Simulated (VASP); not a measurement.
# Al4FeCo3 (Im-3m) in VASP: single point with PBE

Aim: the single point of Al4FeCo3 with PBE.

Everything below comes from runs of VASP 6.6.1. Logs are shortened: lines on timing, memory, paths and dates and some standing lists are left out, and cuts for length are marked.

## Step 1: The cell of the first run

Symmetry: Im-3m, No. 229, cubic system. The conventional cell has a = 5.708 Å, b = 5.708 Å, c = 5.708 Å, α = 90.00°, β = 90.00°, γ = 90.00°. Within 3.3 Å of Al (site symmetry -3m) lie 2 Fe at 2.47 Å and 6 Co at 2.47 Å and 6 Al at 2.85 Å. Fe (site symmetry m-3m) has 8 Al at 2.47 Å and 6 Co at 2.85 Å within 3.3 Å. Within 3.3 Å of Co (site symmetry 4/mmm) lie 8 Al at 2.47 Å and 2 Fe at 2.85 Å and 4 Co at 2.85 Å.

## Step 2: Single point, PBE

POSCAR reads:

```
Al4FeCo3
1.0
   -2.8541907000      2.8541907000      2.8541907000
    2.8541907000     -2.8541907000      2.8541907000
    2.8541907000      2.8541907000     -2.8541907000
Al Fe Co
4 1 3
Direct
    0.0000000000      0.5000000000      0.0000000000
    0.5000000000      0.5000000000      0.5000000000
    0.0000000000      0.0000000000      0.5000000000
    0.5000000000      0.0000000000      0.0000000000
    0.0000000000      0.0000000000      0.0000000000
    0.5000000000      0.0000000000      0.5000000000
    0.5000000000      0.5000000000      0.0000000000
    0.0000000000      0.5000000000      0.5000000000
```

INCAR.step1 reads:

```
SYSTEM = Al4FeCo3
  ALGO = Fast
  EDIFF = 1E-7
  ENCUT = 520
  GGA = PE
  ISIF = 2
  ISMEAR = 0
  LASPH = .True.
  LCHARG = .True.
  LMAXMIX = 4
  LREAL = .False.
  LWAVE = .False.
  NBANDS = 34
  NELM = 60
  PREC = Accurate
  SIGMA = 0.1
```

KPOINTS.step1 reads:

```
k-points
0
Gamma
  10 10 10
  0 0 0
```

INCAR.step2 reads:

```
SYSTEM = Al4FeCo3
  ALGO = Fast
  EDIFF = 1E-7
  ENCUT = 520
  GGA = PE
  ICHARG = 11
  ISIF = 2
  ISMEAR = -5
  LASPH = .True.
  LCHARG = .False.
  LMAXMIX = 4
  LORBIT = 10
  LREAL = .False.
  LWAVE = .False.
  NEDOS = 1001
  NELM = 60
  PREC = Accurate
  SIGMA = 0.1
```

KPOINTS.step2 reads:

```
k-points
0
Gamma
  15 15 15
  0 0 0
```

Potentials or basis: VASP PAW PBE potentials, release 64 (Al, Fe, Co).

On the command line:

```console
$ cat potpaw_PBE.64/Al/POTCAR potpaw_PBE.64/Fe/POTCAR potpaw_PBE.64/Co/POTCAR > POTCAR
$ cp INCAR.step1 INCAR
$ cp KPOINTS.step1 KPOINTS
$ mpirun -np 1 vasp_std > vasp.out
$ cp INCAR.step2 INCAR
$ cp KPOINTS.step2 KPOINTS
$ mpirun -np 1 vasp_std > vasp.out
```

OUTCAR:

```text
SYSTEM = Al4FeCo3
   EDIFF = 1E-7
   ENCUT = 520
   GGA = PE
   ICHARG = 11
   ISIF = 2
   ISMEAR = -5
   LASPH = .True.
   LORBIT = 10
   LREAL = .False.
   NELM = 60
   PREC = Accurate

 ion  position               nearest neighbor table
   1  0.000  0.500  0.000-   5 2.47   6 2.47   7 2.47   8 2.47   8 2.47   5 2.47   7 2.47   6 2.47
                             4 2.85   3 2.85   2 2.85   2 2.85   4 2.85   3 2.85
   2  0.500  0.500  0.500-   5 2.47   6 2.47   7 2.47   8 2.47   7 2.47   6 2.47   8 2.47   5 2.47
                             4 2.85   4 2.85   1 2.85   1 2.85   3 2.85   3 2.85
   3  0.000  0.000  0.500-   5 2.47   6 2.47   7 2.47   8 2.47   5 2.47   8 2.47   6 2.47   7 2.47
                             4 2.85   1 2.85   1 2.85   4 2.85   2 2.85   2 2.85
   4  0.500  0.000  0.000-   5 2.47   6 2.47   7 2.47   8 2.47   6 2.47   7 2.47   5 2.47   8 2.47
                             3 2.85   2 2.85   1 2.85   3 2.85   1 2.85   2 2.85
   5  0.000  0.000  0.000-   1 2.47   2 2.47   3 2.47   4 2.47   3 2.47   1 2.47   4 2.47   2 2.47
                             7 2.85   8 2.85   8 2.85   6 2.85   7 2.85   6 2.85
   6  0.500  0.000  0.500-   1 2.47   2 2.47   3 2.47   4 2.47   4 2.47   2 2.47   3 2.47   1 2.47
                             7 2.85   7 2.85   8 2.85   5 2.85   8 2.85   5 2.85
   7  0.500  0.500  0.000-   1 2.47   2 2.47   3 2.47   4 2.47   2 2.47   4 2.47   1 2.47   3 2.47
                             6 2.85   6 2.85   8 2.85   8 2.85   5 2.85   5 2.85
   8  0.000  0.500  0.500-   1 2.47   2 2.47   3 2.47   4 2.47   1 2.47   3 2.47   2 2.47   4 2.47
                             6 2.85   5 2.85   7 2.85   7 2.85   6 2.85   5 2.85

  LATTYP: Found a body centered cubic cell.
 ALAT       =     5.7083814000

  Lattice vectors:

 A1 = (  -2.8541907000,   2.8541907000,   2.8541907000)
 A2 = (   2.8541907000,  -2.8541907000,   2.8541907000)
 A3 = (   2.8541907000,   2.8541907000,  -2.8541907000)

Analysis of symmetry for initial positions (statically):
=====================================================================
 Subroutine PRICEL returns:
 Original cell was already a primitive cell.

 Routine SETGRP: Setting up the symmetry group for a
 body centered cubic supercell.

 Subroutine GETGRP returns: Found 48 space group operations
 (whereof 48 operations were pure point group operations)
 out of a pool of 48 trial point group operations.

The static configuration has the point symmetry O_h .

Analysis of symmetry for dynamics (positions and initial velocities):
=====================================================================
 Subroutine PRICEL returns:
 Original cell was already a primitive cell.

[... 137 lines left out ...]
   EFERMI_NEDOS =   21; number of points for ismear=-14 and -15
   IALGO  =     68    algorithm
   IMIX   =      4    mixing-type and parameters
     AMIX     =   0.40;   BMIX     =  1.00
     AMIX_MAG =   1.60;   BMIX_MAG =  1.00
  volume/ion in A,a.u.               =      11.63        78.45
  Fermi-wavevector in a.u.,A,eV,Ry     =   1.303981  2.464166 23.134876  1.700365
  Thomas-Fermi vector in A             =   2.434947
   LORBIT       =     10    0 simple, 1 ext, 2 COOP (PROOUT), +10 PAW based schemes
   GGA     = PE    functional components
   LHFCALC =     F    Hartree Fock is set to
   AEXX    =    0.0000 exact exchange contribution
   IVDW    =     0    specifies the selected vdW correction
   LEPSILON=     F    determine dielectric tensor
   LRPA    =     F    only Hartree local field effects (RPA)
 non-spin polarized calculation
 RMM-DIIS sequential band-by-band and
 Fermi weights with tetrahedron method with Bloechl corrections
  energy-cutoff  :      520.00
  volume of cell :       93.01
 maximum number of plane-waves:      2517
 NGX is ok and might be reduce to    40

 number of electron      46.9999981 magnetization

 Free energy of the ion-electron system (eV)
  ---------------------------------------------------
  ext. energy  EPLUGINS =         0.00000000
  ---------------------------------------------------
  free energy    TOTEN  =       -48.76670824 eV

  energy without entropy =      -48.76670824  energy(sigma->0) =      -48.76670824

 E-fermi :   9.6871     XC(G=0): -12.2432

 val. band max:        9.7189729484   @ k =  -0.3333   0.3333   0.0667
 cond. band min:       9.6977976541   @ k =  -0.3333  -0.4667   0.1333
 fundamental gap:     -0.0211752943
 Fermi energy:         9.6870935251

 k-point     1 :       0.0000    0.0000    0.0000
  band No.  band energies     occupation
      1      -0.9705      2.00000
      2       4.8035      2.00000
      3       4.8035      2.00000
      4       4.8035      2.00000
      5       6.9862      2.00000
      6       6.9862      2.00000
[... 733 lines left out ...]
     27      11.6015      0.00000
     28      11.6307      0.00000

 [... further k-points ...]
[... 5 lines left out ...]
  --------------------------------------------------------------------------------------
  -------------------------------------------------------------------------------------
  Total        0.2613803      0.2613803      0.2613803      0.0000000      0.0000000      0.0000000
  in kB        4.5027148      4.5027148      4.5027148      0.0000000      0.0000000      0.0000000
  external PRESSURE =       4.5027148 kB  Pullay stress =       0.0000000 kB

 VOLUME and BASIS-vectors are now :
 -----------------------------------------------------------------------------
  energy-cutoff  :      520.00
  volume of cell :       93.01
      direct lattice vectors                 reciprocal lattice vectors
    -2.854190700  2.854190700  2.854190700     0.000000000  0.175181007  0.175181007
     2.854190700 -2.854190700  2.854190700     0.175181007  0.000000000  0.175181007
     2.854190700  2.854190700 -2.854190700     0.175181007  0.175181007  0.000000000

 POSITION                                       TOTAL-FORCE (eV/Angst)
 -----------------------------------------------------------------------------------
      1.42710     -1.42710      1.42710        -0.000000      0.000000     -0.000000
      1.42710      1.42710      1.42710        -0.000000      0.000000      0.000000
      1.42710      1.42710     -1.42710        -0.000000      0.000000     -0.000000
     -1.42710      1.42710      1.42710        -0.000000      0.000000      0.000000
      0.00000      0.00000      0.00000        -0.000000      0.000000     -0.000000
      0.00000      2.85419      0.00000        -0.000000      0.000000     -0.000000
      0.00000      0.00000      2.85419         0.000000     -0.000000      0.000000
      2.85419      0.00000      0.00000         0.000000     -0.000000     -0.000000
 -----------------------------------------------------------------------------------
    total drift:                               -0.000000     -0.000000      0.000000

  FREE ENERGIE OF THE ION-ELECTRON SYSTEM (eV)
  ---------------------------------------------------
  free  energy   TOTEN  =       -48.7667082415 eV

  energy  without entropy=      -48.7667082415  energy(sigma->0) =      -48.76670824

 total charge

# of ion       s       p       d       tot
------------------------------------------
    1        0.397   0.431   0.000   0.828
    2        0.397   0.431   0.000   0.828
    3        0.397   0.431   0.000   0.828
    4        0.397   0.431   0.000   0.828
    5        0.422   0.508   6.546   7.476
    6        0.437   0.499   7.504   8.440
    7        0.437   0.499   7.504   8.440
    8        0.437   0.499   7.504   8.440
--------------------------------------------------
tot          3.320   3.730  29.058  36.108
```

OUTCAR.step1:

```text
SYSTEM = Al4FeCo3
   EDIFF = 1E-7
   ENCUT = 520
   GGA = PE
   ISIF = 2
   ISMEAR = 0
   LASPH = .True.
   LREAL = .False.
[... 1141 lines left out ...]
      0.00000      2.85419      0.00000         0.000000      0.000000      0.000000
      0.00000      0.00000      2.85419         0.000000     -0.000000     -0.000000
      2.85419      0.00000      0.00000         0.000000     -0.000000      0.000000
 -----------------------------------------------------------------------------------
    total drift:                               -0.000000     -0.000000      0.000000

  FREE ENERGIE OF THE ION-ELECTRON SYSTEM (eV)
  ---------------------------------------------------
  free  energy   TOTEN  =       -48.7736842856 eV

  energy  without entropy=      -48.7622185534  energy(sigma->0) =      -48.76795142
```

Run time: 4.9 min. Hardware: 1 thread of AMD EPYC 9R45 (Zen 5), shared host; peak memory 0.41 GiB.

Results:

```
Valence electrons inside the program's atomic spheres : Al 0.83; Fe 7.48; Co 8.44
```

Levels at points of the mesh, in eV from the Fermi level:
```
           k point  band 21  band 22  band 23  band 24  band 25  band 26  band 27  band 28
(0.00, 0.00, 0.00)    -0.98    -0.28    -0.28    -0.28     0.06     0.37     0.37     2.93
```

Caveat: the run has no spin polarisation, though such a crystal can be magnetic. Spin polarisation is off, so any magnetic state and its effect on volume and gap are missing.
